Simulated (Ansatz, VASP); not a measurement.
MoSe3: VASP beside Ansatz

Contents of INCAR:

```
SYSTEM = MoSe3
ALGO = Normal ; EDIFF = 1E-7
EDIFFG = -0.08 ; ENCUT = 500
GGA = PE ; GGA_COMPAT = .False.
IBRION = 2 ; ISIF = 3
ISMEAR = 0 ; ISPIN = 2
LASPH = .True. ; LCHARG = .False.
LMAXMIX = 4 ; LORBIT = 11
LREAL = .False. ; LWAVE = .False.
MAGMOM = 1 0 0 0 ; NELM = 200
NELMIN = 4 ; NSW = 36
PREC = Accurate ; SIGMA = 0.15
```

Contents of KPOINTS:

```
k-points
0
Gamma
  3 3 3
  0 0 0
```

The input POSCAR:

```
MoSe3
1.0
    0.0000000000      3.6966782000      3.6966782000
    3.6966782000      0.0000000000      3.6966782000
    3.6966782000      3.6966782000      0.0000000000
Mo Se
1 3
Direct
    0.0000000000      0.0000000000      0.0000000000
    0.5000000000      0.5000000000      0.5000000000
    0.2500000000      0.2500000000      0.2500000000
    0.7500000000      0.7500000000      0.7500000000
```

Input for Ansatz:

```yaml
crystal:
  lattice:
    - [0.0, 3.6966782, 3.6966782]
    - [3.6966782, 0.0, 3.6966782]
    - [3.6966782, 3.6966782, 0.0]
  atoms:
    - { symbol: Mo, position: [0.0, 0.0, 0.0], spin: 1.0 }
    - { symbol: Se, position: [0.5, 0.5, 0.5] }
    - { symbol: Se, position: [0.25, 0.25, 0.25] }
    - { symbol: Se, position: [0.75, 0.75, 0.75] }
basis:
  ecutwfc: 420
kpoints:
  mp_grid: { grid: [3, 3, 3] }
hamiltonian:
  xc: pbe
scf:
  occupations: { method: gaussian, width: 0.15 }
  lower_state_search: "off"
output:
  forces: true
  stress: true
  eigenvalues: true
  populations: true
magnetization:
  spin_polarized: true
relax:
  adjacent_minimum: "off"
  f_tol: 0.08
  max_steps: 16
  cell: { stress_tol: 0.8 }
```

Change from the starting cell: species swapped into the ScCu3 type (Fm-3m, No. 225).

Alike in both runs: task relaxation of cell and atoms; functional PBE; k mesh 3 × 3 × 3; occupations gaussian, width 0.15 eV; collinear spin.

|  | VASP | Ansatz |
| --- | --- | --- |
| version | VASP 6.6.1 | Ansatz 0.2.0 |
| potentials or method | VASP PAW PBE potentials, release 64 (Mo_sv, Se), cutoff 500 eV | scalar-relativistic, plane waves, PAW |
| valence electrons in the cell | 32 | 62 |

|  | VASP | Ansatz | Ansatz less VASP |
| --- | --- | --- | --- |
| gap on the k mesh at the Fermi level, each at its own relaxed structure (eV) | none | none | - |
| net moment per atom (μB) | 0.00 | 0.08 | +0.076 |
| size of the moment on the site where the two differ most (μB) | 0.00 | 0.30 | +0.304 |
| relaxed volume (Å³/atom) | 17.47 | 17.46 | -0.011 |
| relaxed cell length with the largest relative difference (Å) | 4.624 | 4.623 | -0.0009 |

Site moments also hang on the region over which each program counts them. A gap of «none» marks a metal or a gap that the smearing closes. VASP's potentials hold 32 valence electrons a cell and Ansatz's 62, so a difference there can come from the potentials and not from the codes.

The k mesh is coarse, so the values compare programs but aren't converged. Noted on VASP's run: the volume moved by over 15 % at a fixed basis, so the end points are rough.
